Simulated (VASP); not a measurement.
# ZnAu (P1) in VASP: single point with PBEsol

Aim: the single point of ZnAu with PBEsol.

All numbers are computed with VASP 6.6.1; they aren't measurements. Logs are shortened: lines on timing, memory, paths and dates and some standing lists are left out, and cuts for length are marked.

## Step 1: The cell of the first run

The typed cell holds 2 atoms: a = 3.147 Å, b = 3.147 Å, c = 3.147 Å, α = 90.00°, β = 90.00°, γ = 90.00°.

## Step 2: Single point, PBEsol (one atom moved)

File INCAR:

```
PREC = Accurate
ENCUT = 520
EDIFF = 1E-6
ISMEAR = 0
SIGMA = 0.1
LREAL = False
LASPH = True
NELM = 100
ALGO = Fast
ISIF = 2
LWAVE = False
LCHARG = False
GGA = PS
NBANDS = 18
```

File KPOINTS:

```
regular mesh
0
Gamma
  12 12 12
```

File POSCAR:

```
ZnAu
1.0
    3.1470000000      0.0000000000      0.0000000000
    0.0000000000      3.1470000000      0.0000000000
    0.0000000000      0.0000000000      3.1470000000
Zn Au
1 1
Direct
    0.5000000000      0.5000000000      0.5000000000
   -0.0545948522      0.1046170956     -0.0165618049
```

Potentials or basis: VASP PAW PBE potentials, release 64 (Zn, Au).

Command:

```sh
> cat potpaw_PBE.64/Zn/POTCAR potpaw_PBE.64/Au/POTCAR > POTCAR
> mpirun -np 1 vasp_std > vasp.out
```

OUTCAR:

```text
PREC = Accurate
   ENCUT = 520
   EDIFF = 1E-6
   ISMEAR = 0
   LREAL = False
   LASPH = True
   NELM = 100
   ISIF = 2
   GGA = PS

 ion  position               nearest neighbor table
   1  0.500  0.500  0.500-   2 2.41   2 2.48   2 2.63   2 2.69   2 2.81   2 2.87   2 3.00   2 3.05

   2  0.945  0.105  0.983-   1 2.41   1 2.48   1 2.63   1 2.69   1 2.81   1 2.87   1 3.00   1 3.05

  LATTYP: Found a simple cubic cell.
 ALAT       =     3.1470000000

  Lattice vectors:

 A1 = (   3.1470000000,   0.0000000000,   0.0000000000)
 A2 = (   0.0000000000,   3.1470000000,   0.0000000000)
 A3 = (   0.0000000000,   0.0000000000,   3.1470000000)

Analysis of symmetry for initial positions (statically):
=====================================================================
 Subroutine PRICEL returns:
 Original cell was already a primitive cell.

 Routine SETGRP: Setting up the symmetry group for a
 simple cubic supercell.

 Subroutine GETGRP returns: Found  1 space group operations
 (whereof  1 operations were pure point group operations)
 out of a pool of 48 trial point group operations.

The static configuration has the point symmetry C_1 .

Analysis of symmetry for dynamics (positions and initial velocities):
=====================================================================
 Subroutine PRICEL returns:
 Original cell was already a primitive cell.

 Routine SETGRP: Setting up the symmetry group for a
 simple cubic supercell.

 Subroutine GETGRP returns: Found  1 space group operations
 (whereof  1 operations were pure point group operations)
 out of a pool of 48 trial point group operations.

The dynamic configuration has the point symmetry C_1 .

 Subroutine INISYM returns: Found  1 space group operations
 (whereof  1 operations are pure point group operations),
 and found     1 'primitive' translations

----------------------------------------------------------------------------------------

                                     Primitive cell

  volume of cell :      31.1667

  direct lattice vectors                    reciprocal lattice vectors
     3.147000000  0.000000000  0.000000000     0.317762949  0.000000000  0.000000000
     0.000000000  3.147000000  0.000000000     0.000000000  0.317762949  0.000000000
     0.000000000  0.000000000  3.147000000     0.000000000  0.000000000  0.317762949

  length of vectors
     3.147000000  3.147000000  3.147000000     0.317762949  0.317762949  0.317762949

  position of ions in fractional coordinates (direct lattice)
     0.500000000  0.500000000  0.500000000
     0.945405148  0.104617096  0.983438195

  ion indices of the primitive-cell ions
   primitive index   ion index
                 1           1
                 2           2

----------------------------------------------------------------------------------------

 KPOINTS: regular mesh

Automatic generation of k-mesh.
 Grid dimensions read from file:
 generate k-points for:   12   12   12

 Generating k-lattice:

  Cartesian coordinates                     Fractional coordinates (reciprocal lattice)
     0.026480246  0.000000000  0.000000000     0.083333333  0.000000000  0.000000000
     0.000000000  0.026480246  0.000000000     0.000000000  0.083333333  0.000000000
     0.000000000  0.000000000  0.026480246     0.000000000  0.000000000  0.083333333

  Length of vectors
     0.026480246  0.026480246  0.026480246

  Shift w.r.t. Gamma in fractional coordinates (k-lattice)
     0.000000000  0.000000000  0.000000000

 Subroutine IBZKPT returns following result:
 ===========================================

 Found    868 irreducible k-points:

 Following reciprocal coordinates:
            Coordinates               Weight
  0.000000  0.000000  0.000000      1.000000
  0.083333  0.000000  0.000000      2.000000
  0.000000  0.083333  0.000000      2.000000
  0.000000  0.000000  0.083333      2.000000
  0.166667  0.000000  0.000000      2.000000
  0.000000  0.166667  0.000000      2.000000
[... 16 lines left out ...]
 -0.083333  0.083333  0.000000      2.000000
 -0.083333  0.000000  0.083333      2.000000
 [... further k-points ...]
   k-points           NKPTS =    868   k-points in BZ     NKDIM =    868   number of bands    NBANDS=     18
   number of dos      NEDOS =    301   number of ions     NIONS =      2
   total plane-waves  NPLWV =  13824
   dimension x,y,z NGX =    24 NGY =   24 NGZ =   24
   dimension x,y,z NGXF=    48 NGYF=   48 NGZF=   48
   ions per type =               1   1
   NGX,Y,Z   is equivalent  to a cutoff of  12.68, 12.68, 12.68 a.u.
   NGXF,Y,Z  is equivalent  to a cutoff of  25.36, 25.36, 25.36 a.u.
 SYSTEM =  unknown system
   PREC   = accura    normal or accurate (medium, high low for compatibility)
   ISTART =      0    job   : 0-new  1-cont  2-samecut
   ICHARG =      2    charge: 1-file 2-atom 10-const
   ISPIN  =      1    spin polarized calculation?
   LNONCOLLINEAR =      F non collinear calculations
   LSORBIT =      F    spin-orbit coupling
   LASPH  =      T    aspherical Exc in radial PAW
   ENCUT  =  520.0 eV  38.22 Ry    6.18 a.u.   5.85  5.85  5.85*2*pi/ulx,y,z
   NELM   =    100;   NELMIN=  2; NELMDL= -5     # of ELM steps
   EDIFF  = 0.1E-05   stopping-criterion for ELM
   LREAL  =      F    real-space projection
   EDIFFG = 0.1E-04   stopping-criterion for IOM
   NSW    =      0    number of steps for IOM
   IBRION =     -1    ionic relax: 0-MD 1-quasi-New 2-CG
   NFREE  =      0    steps in history (QN), initial steepest desc. (CG)
   ISIF   =      2    stress and relaxation
   ISYM   =      2    0-nonsym 1-usesym 2-fastsym
   POTIM  = 0.5000    time-step for ionic-motion
   TEBEG  =    0.0;   TEEND  =   0.0 temperature during run
   PSTRESS=    0.0 pullay stress
   NELECT =      23.0000    total number of electrons
   NUPDOWN=      -1.0000    fix difference up-down
   EMIN   =  10.00;   EMAX   =-10.00  energy-range for DOS
   EFERMI =   0.00;   METHOD = LEGACY
   ISMEAR =     0;   SIGMA  =   0.10  broadening in eV -4-tet -1-fermi 0-gaus
   EFERMI_NEDOS =   21; number of points for ismear=-14 and -15
   IALGO  =     68    algorithm
   IMIX   =      4    mixing-type and parameters
     AMIX     =   0.40;   BMIX     =  1.00
     AMIX_MAG =   1.60;   BMIX_MAG =  1.00
  volume/ion in A,a.u.               =      15.58       105.16
  Fermi-wavevector in a.u.,A,eV,Ry     =   1.479406  2.795672 29.778283  2.188642
  Thomas-Fermi vector in A             =   2.593568
   LORBIT       =      0    0 simple, 1 ext, 2 COOP (PROOUT), +10 PAW based schemes
   GGA     = PS    functional components
   LHFCALC =     F    Hartree Fock is set to
   AEXX    =    0.0000 exact exchange contribution
   IVDW    =     0    specifies the selected vdW correction
   LEPSILON=     F    determine dielectric tensor
   LRPA    =     F    only Hartree local field effects (RPA)
 non-spin polarized calculation
 RMM-DIIS sequential band-by-band and
 Gauss-broadening in eV      SIGMA  =   0.10
  energy-cutoff  :      520.00
  volume of cell :       31.17
 maximum number of plane-waves:       860
   NGX = 11   NGY = 11   NGZ = 11

 number of electron      22.9999997 magnetization

 Free energy of the ion-electron system (eV)
  ---------------------------------------------------
  ext. energy  EPLUGINS =         0.00000000
  ---------------------------------------------------
  free energy    TOTEN  =        -5.67434414 eV

  energy without entropy =       -5.67239779  energy(sigma->0) =       -5.67337097

 E-fermi :   6.9555     XC(G=0): -12.4989

 val. band max:        6.9550834280   @ k =   0.3333   0.5000   0.4167
 cond. band min:       6.9555529665   @ k =   0.3333   0.2500   0.0000
 fundamental gap:      0.0004695386
 Fermi energy:         6.9555447715

 k-point     1 :       0.0000    0.0000    0.0000
  band No.  band energies     occupation
      1      -3.7789      2.00000
      2      -1.3523      2.00000
      3      -1.1631      2.00000
      4      -0.7090      2.00000
      5      -0.4815      2.00000
      6      -0.4467      2.00000
[... 10 lines left out ...]
     17      19.0092      0.00000
     18      25.3054      0.00000

 k-point     2 :       0.0833    0.0000    0.0000
  band No.  band energies     occupation
      1      -3.6557      2.00000
      2      -1.3200      2.00000
      3      -1.1420      2.00000
      4      -0.7100      2.00000
      5      -0.4844      2.00000
      6      -0.4467      2.00000
[... 10 lines left out ...]
     17      19.4845      0.00000
     18      25.4045      0.00000

 k-point     3 :       0.0000    0.0833    0.0000
  band No.  band energies     occupation
      1      -3.6600      2.00000
      2      -1.3309      2.00000
      3      -1.1288      2.00000
      4      -0.7045      2.00000
      5      -0.4846      2.00000
      6      -0.4479      2.00000
[... 10 lines left out ...]
     17      19.1595      0.00000
     18      25.3331      0.00000

 k-point     4 :       0.0000    0.0000    0.0833
  band No.  band energies     occupation
      1      -3.6542      2.00000
      2      -1.3133      2.00000
      3      -1.1491      2.00000
      4      -0.7105      2.00000
      5      -0.4797      2.00000
      6      -0.4517      2.00000
[... 375 lines left out ...]
      4      -0.7114      2.00000
      5      -0.4907      2.00000
      6      -0.4464      2.00000
[... 10 lines left out ...]
     17      19.7041      0.00000
     18      24.6896      0.00000

 k-point    23 :      -0.0833    0.0833    0.0000
  band No.  band energies     occupation
      1      -3.5359      2.00000
      2      -1.3004      2.00000
      3      -1.1040      2.00000
      4      -0.6866      2.00000
      5      -0.4812      2.00000
      6      -0.4698      2.00000
[... 10 lines left out ...]
     17      19.4616      0.00000
     18      24.9874      0.00000

 k-point    24 :      -0.0833    0.0000    0.0833
  band No.  band energies     occupation
      1      -3.5329      2.00000
      2      -1.2802      2.00000
      3      -1.1282      2.00000
      4      -0.7142      2.00000
      5      -0.4869      2.00000
      6      -0.4508      2.00000
[... 10 lines left out ...]
     17      19.7028      0.00000
     18      24.6104      0.00000

 [... further k-points ...]
[... 5 lines left out ...]
  --------------------------------------------------------------------------------------
  -------------------------------------------------------------------------------------
  Total        1.1433856      0.4963614      1.5020761     -1.0888953     -0.3749969      0.2642679
  in kB       58.7777633     25.5163372     77.2168866    -55.9765947    -19.2773812     13.5851610
  external PRESSURE =      53.8369957 kB  Pullay stress =       0.0000000 kB

 VOLUME and BASIS-vectors are now :
 -----------------------------------------------------------------------------
  energy-cutoff  :      520.00
  volume of cell :       31.17
      direct lattice vectors                 reciprocal lattice vectors
     3.147000000  0.000000000  0.000000000     0.317762949  0.000000000  0.000000000
     0.000000000  3.147000000  0.000000000     0.000000000  0.317762949  0.000000000
     0.000000000  0.000000000  3.147000000     0.000000000  0.000000000  0.317762949

 POSITION                                       TOTAL-FORCE (eV/Angst)
 -----------------------------------------------------------------------------------
      1.57350      1.57350      1.57350        -1.001416      1.358145     -0.351635
      2.97519      0.32923      3.09488         1.001416     -1.358145      0.351635
 -----------------------------------------------------------------------------------
    total drift:                                0.000792     -0.001423      0.000212

  FREE ENERGIE OF THE ION-ELECTRON SYSTEM (eV)
  ---------------------------------------------------
  free  energy   TOTEN  =        -5.6743441431 eV

  energy  without entropy=       -5.6723977908  energy(sigma->0) =       -5.67337097
```

It took 6 min on 1 thread of Oxide Virtual Turin-like, shared host; peak memory 0.53 GiB.

Results:

| Quantity | Value |
| --- | --- |
| Free energy | -5.6743 eV |
| Pressure | 5.4 GPa |
| Largest force | 1.724 eV/Å |
| Band gap on the k mesh | zero (an odd number of electrons rules out a gap without spin polarisation) |

Forces in eV/Å, atoms in the order of the input:
```
Zn  -1.001  1.358 -0.352
Au   1.001 -1.358  0.352
```

Stress tensor (GPa, compression positive):
```
 5.88 -5.60  1.36
-5.60  2.55 -1.93
 1.36 -1.93  7.72
```

Levels at points of the mesh, in eV from the Fermi level:
```csv
k point,band 9,band 10,band 11,band 12,band 13,band 14,band 15,band 16
"(0.00, 0.00, 0.00)",-3.92,-3.90,-3.78,4.98,5.11,5.52,8.49,11.63
"(0.50, 0.00, 0.00)",-4.93,-4.64,-3.85,-2.48,8.95,10.33,10.61,11.00
"(0.00, 0.50, 0.00)",-4.96,-4.85,-3.89,-2.36,9.47,9.91,10.57,11.27
"(0.00, 0.00, 0.50)",-4.84,-4.63,-3.84,-2.53,8.94,9.99,10.44,11.04
"(0.50, 0.50, 0.00)",-4.11,-3.25,-2.11,-1.92,0.73,2.45,10.65,12.64
"(0.00, 0.50, 0.50)",-4.15,-3.26,-2.12,-1.90,0.76,2.44,10.68,12.81
"(0.50, 0.00, 0.50)",-4.35,-3.29,-2.00,-1.95,0.78,2.48,10.95,12.97
"(0.50, 0.50, 0.50)",-3.24,-3.20,1.45,2.98,3.06,3.55,3.72,5.94
```

Caveat: the cell differs from its parent crystal (one atom moved); the stress differs along the axes, from 3 to 8 GPa; the PAW data sets were made with another functional, which shifts forces and pressure a little; spin-orbit coupling is left out, which moves the levels of the heavy elements.
